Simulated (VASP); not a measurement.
# In (Fm-3m) in VASP: a series of runs

In is run at these levels: BLYP; tasks: single point.

Program: VASP 6.6.1. These are calculated values, not measurements. Logs are shortened: lines on timing, memory, paths and dates and some standing lists are left out, and cuts for length are marked.

### 1 The cell of the first run

It takes space group Fm-3m (No. 225, cubic). Conventional cell: a = 4.783 Å, b = 4.783 Å, c = 4.783 Å, α = 90.00°, β = 90.00°, γ = 90.00°. Within 4.4 Å of In (site symmetry m-3m) lie 12 In at 3.38 Å.

### 2 Single point, BLYP (volume scaled by 0.88)

INCAR reads:

```
SYSTEM = In
PREC = Accurate
ENCUT = 520
EDIFF = 1E-6
ISMEAR = -1
SIGMA = 0.1
LREAL = .FALSE.
LASPH = .TRUE.
NELM = 80
ALGO = Normal
ISIF = 2
LWAVE = .FALSE.
LCHARG = .FALSE.
GGA = B5
ALDAX = 1.0
AGGAX = 1.0
AGGAC = 1.0
ALDAC = 0.0
NBANDS = 12
```

KPOINTS reads:

```
Automatic mesh
0
G
  12 12 12
  0 0 0
```

POSCAR reads:

```
In
1.0
    0.0000000000      2.3913595285      2.3913595285
    2.3913595285      0.0000000000      2.3913595285
    2.3913595285      2.3913595285      0.0000000000
In
1
Direct
    0.0000000000      0.0000000000      0.0000000000
```

Potentials or basis: VASP PAW PBE potentials, release 64 (In_d).

Command:

```bash
> cat potpaw_PBE.64/In_d/POTCAR > POTCAR
> mpirun -np 1 vasp_std > vasp.out
```

OUTCAR:

```text
SYSTEM = In
   PREC = Accurate
   ENCUT = 520
   EDIFF = 1E-6
   ISMEAR = -1
   LREAL = .FALSE.
   LASPH = .TRUE.
   NELM = 80
   ISIF = 2
   GGA = B5

 ion  position               nearest neighbor table
   1  0.000  0.000  0.000-

  LATTYP: Found a face centered cubic cell.
 ALAT       =     4.7827190570

  Lattice vectors:

 A1 = (   0.0000000000,   2.3913595285,   2.3913595285)
 A2 = (   2.3913595285,   0.0000000000,   2.3913595285)
 A3 = (   2.3913595285,   2.3913595285,   0.0000000000)

Analysis of symmetry for initial positions (statically):
=====================================================================
 Subroutine PRICEL returns:
 Original cell was already a primitive cell.

 Routine SETGRP: Setting up the symmetry group for a
 face centered cubic supercell.

 Subroutine GETGRP returns: Found 48 space group operations
 (whereof 48 operations were pure point group operations)
 out of a pool of 48 trial point group operations.

The static configuration has the point symmetry O_h .

Analysis of symmetry for dynamics (positions and initial velocities):
=====================================================================
 Subroutine PRICEL returns:
 Original cell was already a primitive cell.

 Routine SETGRP: Setting up the symmetry group for a
 face centered cubic supercell.

 Subroutine GETGRP returns: Found 48 space group operations
 (whereof 48 operations were pure point group operations)
 out of a pool of 48 trial point group operations.

The dynamic configuration has the point symmetry O_h .

 Subroutine INISYM returns: Found 48 space group operations
 (whereof 48 operations are pure point group operations),
 and found     1 'primitive' translations

----------------------------------------------------------------------------------------

                                     Primitive cell

  volume of cell :      27.3505

  direct lattice vectors                    reciprocal lattice vectors
     0.000000000  2.391359529  2.391359529    -0.209086084  0.209086084  0.209086084
     2.391359529  0.000000000  2.391359529     0.209086084 -0.209086084  0.209086084
     2.391359529  2.391359529  0.000000000     0.209086084  0.209086084 -0.209086084

  length of vectors
     3.381893078  3.381893078  3.381893078     0.362147721  0.362147721  0.362147721

  position of ions in fractional coordinates (direct lattice)
     0.000000000  0.000000000  0.000000000

  ion indices of the primitive-cell ions
   primitive index   ion index
                 1           1

----------------------------------------------------------------------------------------

 KPOINTS: Automatic mesh

Automatic generation of k-mesh.
 Grid dimensions read from file:
 generate k-points for:   12   12   12

 Generating k-lattice:

  Cartesian coordinates                     Fractional coordinates (reciprocal lattice)
    -0.017423840  0.017423840  0.017423840     0.083333333  0.000000000  0.000000000
     0.017423840 -0.017423840  0.017423840     0.000000000  0.083333333  0.000000000
     0.017423840  0.017423840 -0.017423840     0.000000000  0.000000000  0.083333333

  Length of vectors
     0.030178977  0.030178977  0.030178977

  Shift w.r.t. Gamma in fractional coordinates (k-lattice)
     0.000000000  0.000000000  0.000000000

 Subroutine IBZKPT returns following result:
 ===========================================

 Found     72 irreducible k-points:

 Following reciprocal coordinates:
            Coordinates               Weight
  0.000000  0.000000  0.000000      1.000000
  0.083333  0.000000  0.000000      8.000000
  0.166667  0.000000  0.000000      8.000000
  0.250000  0.000000  0.000000      8.000000
  0.333333  0.000000  0.000000      8.000000
  0.416667  0.000000  0.000000      8.000000
[... 16 lines left out ...]
  0.500000  0.166667  0.000000     24.000000
 -0.416667  0.166667  0.000000     24.000000
 [... further k-points ...]
   k-points           NKPTS =     72   k-points in BZ     NKDIM =     72   number of bands    NBANDS=     12
   number of dos      NEDOS =    301   number of ions     NIONS =      1
   total plane-waves  NPLWV =  21952
   dimension x,y,z NGX =    28 NGY =   28 NGZ =   28
   dimension x,y,z NGXF=    56 NGYF=   56 NGZF=   56
   ions per type =               1
   NGX,Y,Z   is equivalent  to a cutoff of  13.76, 13.76, 13.76 a.u.
   NGXF,Y,Z  is equivalent  to a cutoff of  27.53, 27.53, 27.53 a.u.
 SYSTEM =  In
   PREC   = accura    normal or accurate (medium, high low for compatibility)
   ISTART =      0    job   : 0-new  1-cont  2-samecut
   ICHARG =      2    charge: 1-file 2-atom 10-const
   ISPIN  =      1    spin polarized calculation?
   LNONCOLLINEAR =      F non collinear calculations
   LSORBIT =      F    spin-orbit coupling
   LASPH  =      T    aspherical Exc in radial PAW
   ENCUT  =  520.0 eV  38.22 Ry    6.18 a.u.   6.29  6.29  6.29*2*pi/ulx,y,z
   NELM   =     80;   NELMIN=  2; NELMDL= -5     # of ELM steps
   EDIFF  = 0.1E-05   stopping-criterion for ELM
   LREAL  =      F    real-space projection
   EDIFFG = 0.1E-04   stopping-criterion for IOM
   NSW    =      0    number of steps for IOM
   IBRION =     -1    ionic relax: 0-MD 1-quasi-New 2-CG
   NFREE  =      0    steps in history (QN), initial steepest desc. (CG)
   ISIF   =      2    stress and relaxation
   ISYM   =      2    0-nonsym 1-usesym 2-fastsym
   POTIM  = 0.5000    time-step for ionic-motion
   TEBEG  =    0.0;   TEEND  =   0.0 temperature during run
   PSTRESS=    0.0 pullay stress
   NELECT =      13.0000    total number of electrons
   NUPDOWN=      -1.0000    fix difference up-down
   EMIN   =  10.00;   EMAX   =-10.00  energy-range for DOS
   EFERMI =   0.00;   METHOD = LEGACY
   ISMEAR =    -1;   SIGMA  =   0.10  broadening in eV -4-tet -1-fermi 0-gaus
   EFERMI_NEDOS =   21; number of points for ismear=-14 and -15
   IALGO  =     38    algorithm
   IMIX   =      4    mixing-type and parameters
     AMIX     =   0.40;   BMIX     =  1.00
     AMIX_MAG =   1.60;   BMIX_MAG =  1.00
  volume/ion in A,a.u.               =      27.35       184.57
  Fermi-wavevector in a.u.,A,eV,Ry     =   1.277618  2.414348 22.208901  1.632308
  Thomas-Fermi vector in A             =   2.410207
   LORBIT       =      0    0 simple, 1 ext, 2 COOP (PROOUT), +10 PAW based schemes
   GGA     = B5    functional components
   LHFCALC =     F    Hartree Fock is set to
   AEXX    =    0.0000 exact exchange contribution
   IVDW    =     0    specifies the selected vdW correction
   LEPSILON=     F    determine dielectric tensor
   LRPA    =     F    only Hartree local field effects (RPA)
 non-spin polarized calculation
  energy-cutoff  :      520.00
  volume of cell :       27.35
 maximum number of plane-waves:       754
 NGX is ok and might be reduce to    28
   NGX = 13   NGY = 13   NGZ = 13

 number of electron      12.9999997 magnetization

 Free energy of the ion-electron system (eV)
  ---------------------------------------------------
  ext. energy  EPLUGINS =         0.00000000
  ---------------------------------------------------
  free energy    TOTEN  =        -1.82603295 eV

  energy without entropy =       -1.80898055  energy(sigma->0) =       -1.81750675

 E-fermi :   7.5026     XC(G=0):  -9.4578

 val. band max:        7.4964616223   @ k =  -0.2500   0.5000   0.2500
 cond. band min:       7.5530617070   @ k =  -0.2500   0.4167   0.1667
 fundamental gap:      0.0566000848
 Fermi energy:         7.5026241537

 k-point     1 :       0.0000    0.0000    0.0000
  band No.  band energies     occupation
      1      -7.1591      2.00000
      2      -7.1591      2.00000
      3      -7.1591      2.00000
      4      -7.0062      2.00000
      5      -7.0062      2.00000
      6      -1.7428      2.00000
      7      17.4588      0.00000
      8      17.4588      0.00000
      9      17.4588      0.00000
     10      19.2524      0.00000
     11      21.2402      0.00000
     12      21.2402      0.00000

 k-point     2 :       0.0833    0.0000    0.0000
  band No.  band energies     occupation
      1      -7.1604      2.00000
      2      -7.1486      2.00000
      3      -7.1486      2.00000
      4      -7.0072      2.00000
      5      -7.0072      2.00000
      6      -1.5967      2.00000
      7      15.8795      0.00000
      8      17.2213      0.00000
      9      17.2213      0.00000
     10      18.9470      0.00000
     11      21.6541      0.00000
     12      21.6541      0.00000

 k-point     3 :       0.1667    0.0000    0.0000
  band No.  band energies     occupation
      1      -7.1656      2.00000
      2      -7.1277      2.00000
      3      -7.1277      2.00000
      4      -7.0016      2.00000
      5      -7.0016      2.00000
      6      -1.1545      2.00000
      7      13.1834      0.00000
      8      16.7162      0.00000
      9      16.7162      0.00000
     10      18.8233      0.00000
     11      22.3690      0.00000
     12      22.3702      0.00000

 k-point     4 :       0.2500    0.0000    0.0000
  band No.  band energies     occupation
      1      -7.1763      2.00000
      2      -7.1214      2.00000
      3      -7.1214      2.00000
      4      -6.9710      2.00000
      5      -6.9710      2.00000
      6      -0.4100      2.00000
      7      10.5095      0.00000
      8      16.1959      0.00000
      9      16.1959      0.00000
     10      18.7506      0.00000
     11      21.4417      0.00000
     12      21.4420      0.00000

 k-point     5 :       0.3333    0.0000    0.0000
  band No.  band energies     occupation
      1      -7.1905      2.00000
      2      -7.1320      2.00000
      3      -7.1320      2.00000
      4      -6.9225      2.00000
      5      -6.9225      2.00000
      6       0.6365      2.00000
      7       8.0381      0.00940
      8      15.7732      0.00000
      9      15.7732      0.00000
     10      18.7003      0.00000
     11      20.6208      0.00000
     12      20.6208      0.00000
[... 228 lines left out ...]
      1      -7.2200      2.00000
      2      -7.1130      2.00000
      3      -7.0534      2.00000
      4      -7.0046      2.00000
      5      -6.9079      2.00000
      6       0.4307      2.00000
      7      10.0693      0.00000
      8      13.7764      0.00000
      9      14.1216      0.00000
     10      16.8810      0.00000
     11      19.6352      0.00000
     12      23.9640      0.00000

 k-point    22 :       0.4167    0.1667    0.0000
  band No.  band energies     occupation
      1      -7.2141      2.00000
      2      -7.1248      2.00000
      3      -7.0658      2.00000
      4      -6.9743      2.00000
      5      -6.8720      2.00000
      6       1.5680      2.00000
      7       7.7423      0.16682
      8      13.1834      0.00000
      9      13.6582      0.00000
     10      16.6550      0.00000
     11      21.5102      0.00000
     12      23.0144      0.00000

 k-point    23 :       0.5000    0.1667    0.0000
  band No.  band energies     occupation
      1      -7.2050      2.00000
      2      -7.1286      2.00000
      3      -7.0787      2.00000
      4      -6.9477      2.00000
      5      -6.8623      2.00000
      6       2.9216      2.00000
      7       5.7435      2.00000
      8      12.3954      0.00000
      9      13.8480      0.00000
     10      16.7173      0.00000
     11      22.2855      0.00000
     12      22.4712      0.00000

 k-point    24 :      -0.4167    0.1667    0.0000
  band No.  band energies     occupation
      1      -7.1897      2.00000
      2      -7.1319      2.00000
      3      -7.0852      2.00000
      4      -6.9279      2.00000
      5      -6.8851      2.00000
      6       3.3268      2.00000
      7       5.2548      2.00000
      8      11.8472      0.00000
      9      14.3449      0.00000
     10      17.0402      0.00000
     11      21.7858      0.00000
     12      22.0600      0.00000

 [... further k-points ...]

------------------------ aborting loop because EDIFF is reached ----------------------------------------

  FORCE on cell =-STRESS in cart. coord.  units (eV):
  Direction    XX          YY          ZZ          XY          YZ          ZX
  --------------------------------------------------------------------------------------
  -------------------------------------------------------------------------------------
  Total        0.6771991      0.6771991      0.6771991      0.0000000      0.0000000      0.0000000
  in kB       39.6700145     39.6700145     39.6700145      0.0000000      0.0000000      0.0000000
  external PRESSURE =      39.6700145 kB  Pullay stress =       0.0000000 kB

 VOLUME and BASIS-vectors are now :
 -----------------------------------------------------------------------------
  energy-cutoff  :      520.00
  volume of cell :       27.35
      direct lattice vectors                 reciprocal lattice vectors
     0.000000000  2.391359529  2.391359529    -0.209086084  0.209086084  0.209086084
     2.391359529  0.000000000  2.391359529     0.209086084 -0.209086084  0.209086084
     2.391359529  2.391359529  0.000000000     0.209086084  0.209086084 -0.209086084

 POSITION                                       TOTAL-FORCE (eV/Angst)
 -----------------------------------------------------------------------------------
      0.00000      0.00000      0.00000        -0.000000     -0.000000     -0.000000
 -----------------------------------------------------------------------------------
    total drift:                               -0.000000     -0.000000     -0.000000

  FREE ENERGIE OF THE ION-ELECTRON SYSTEM (eV)
  ---------------------------------------------------
  free  energy   TOTEN  =        -1.8260329547 eV

  energy  without entropy=       -1.8089805494  energy(sigma->0) =       -1.81750675
```

Wall time 18 s (1 thread of Intel Xeon 6975P-C, shared host); peak memory 0.17 GiB.

What came out:

| Property | Result |
| --- | --- |
| Free energy | -1.8260 eV |
| Pressure | 4.0 GPa |

Caveat: the PAW data sets were made with another functional, which shifts forces and pressure a little; spin-orbit coupling is left out, which moves the levels of the heavy elements.

### 3 Single point, BLYP (volume scaled by 0.92)

INCAR reads:

```
  AGGAC = 1.0
  AGGAX = 1.0
  ALDAC = 0.0
  ALDAX = 1.0
  ALGO = Normal
  EDIFF = 1E-7
  ENCUT = 520
  GGA = B5
  ISIF = 2
  ISMEAR = -1
  LASPH = T
  LCHARG = F
  LREAL = F
  LWAVE = F
  NBANDS = 12
  NELM = 100
  PREC = Accurate
  SIGMA = 0.1
```

KPOINTS reads:

```
k-points
0
Gamma
  12 12 12
```

POSCAR reads:

```
In
1.0
    0.0000000000      2.4270567246      2.4270567246
    2.4270567246      0.0000000000      2.4270567246
    2.4270567246      2.4270567246      0.0000000000
In
1
Direct
    0.0000000000      0.0000000000      0.0000000000
```

Potentials or basis: VASP PAW PBE potentials, release 64 (In_d).

Command:

```bash
> cat potpaw_PBE.64/In_d/POTCAR > POTCAR
> mpirun -np 1 vasp_std > vasp.out
```

OUTCAR:

```text
EDIFF = 1E-7
   ENCUT = 520
   GGA = B5
   ISIF = 2
   ISMEAR = -1
   LASPH = T
   LREAL = F
   NELM = 100
   PREC = Accurate

 ion  position               nearest neighbor table
   1  0.000  0.000  0.000-

  LATTYP: Found a face centered cubic cell.
 ALAT       =     4.8541134492

  Lattice vectors:

 A1 = (   0.0000000000,   2.4270567246,   2.4270567246)
 A2 = (   2.4270567246,   0.0000000000,   2.4270567246)
 A3 = (   2.4270567246,   2.4270567246,   0.0000000000)

Analysis of symmetry for initial positions (statically):
=====================================================================
 Subroutine PRICEL returns:
 Original cell was already a primitive cell.

 Routine SETGRP: Setting up the symmetry group for a
 face centered cubic supercell.

 Subroutine GETGRP returns: Found 48 space group operations
 (whereof 48 operations were pure point group operations)
 out of a pool of 48 trial point group operations.

The static configuration has the point symmetry O_h .

Analysis of symmetry for dynamics (positions and initial velocities):
=====================================================================
 Subroutine PRICEL returns:
[... 167 lines left out ...]
      4      -7.4601      2.00000
      5      -7.4601      2.00000
      6      -1.9374      2.00000
      7      16.5782      0.00000
      8      16.5782      0.00000
      9      16.5782      0.00000
     10      18.6802      0.00000
     11      20.4088      0.00000
     12      20.4088      0.00000
[... 331 lines left out ...]
 k-point    24 :      -0.4167    0.1667    0.0000
  band No.  band energies     occupation
      1      -7.6193      2.00000
      2      -7.5678      2.00000
      3      -7.5290      2.00000
      4      -7.3887      2.00000
      5      -7.3521      2.00000
      6       2.8808      2.00000
      7       4.9012      2.00000
      8      11.2078      0.00000
      9      13.6233      0.00000
     10      16.3895      0.00000
     11      20.9473      0.00000
     12      21.1811      0.00000

 [... further k-points ...]

------------------------ aborting loop because EDIFF is reached ----------------------------------------

  FORCE on cell =-STRESS in cart. coord.  units (eV):
  Direction    XX          YY          ZZ          XY          YZ          ZX
  --------------------------------------------------------------------------------------
  -------------------------------------------------------------------------------------
  Total        0.4115359      0.4115359      0.4115359     -0.0000000     -0.0000000     -0.0000000
  in kB       23.0594263     23.0594263     23.0594263     -0.0000000     -0.0000000     -0.0000000
  external PRESSURE =      23.0594263 kB  Pullay stress =       0.0000000 kB

 VOLUME and BASIS-vectors are now :
 -----------------------------------------------------------------------------
  energy-cutoff  :      520.00
  volume of cell :       28.59
      direct lattice vectors                 reciprocal lattice vectors
     0.000000000  2.427056725  2.427056725    -0.206010842  0.206010842  0.206010842
     2.427056725  0.000000000  2.427056725     0.206010842 -0.206010842  0.206010842
     2.427056725  2.427056725  0.000000000     0.206010842  0.206010842 -0.206010842

 POSITION                                       TOTAL-FORCE (eV/Angst)
 -----------------------------------------------------------------------------------
      0.00000      0.00000      0.00000         0.000000      0.000000      0.000000
 -----------------------------------------------------------------------------------
    total drift:                               -0.000000     -0.000000     -0.000000

  FREE ENERGIE OF THE ION-ELECTRON SYSTEM (eV)
  ---------------------------------------------------
  free  energy   TOTEN  =        -1.8509149103 eV

  energy  without entropy=       -1.8328414095  energy(sigma->0) =       -1.84187816
```

It took 24 s on 1 thread of Intel Xeon 6975P-C, shared host; peak memory 0.17 GiB.

Results:

```
Free energy : -1.8509 eV
Pressure    : 2.3 GPa
```

Levels at points of the mesh, in eV from the Fermi level:
```csv
k point,band 3,band 4,band 5,band 6,band 7,band 8,band 9,band 10
"(0.00, 0.00, 0.00)",-14.62,-14.48,-14.48,-8.96,9.56,9.56,9.56,11.66
"(0.50, 0.00, 0.00)",-14.61,-14.36,-14.36,-4.40,-2.89,7.60,7.60,11.07
"(0.50, 0.50, 0.00)",-14.37,-14.33,-14.33,-2.42,-1.88,3.77,3.77,7.23
```

Caveat: the PAW data sets were made with another functional, which shifts forces and pressure a little; spin-orbit coupling is left out, which moves the levels of the heavy elements.

(Part 1 of 2 ends here.)
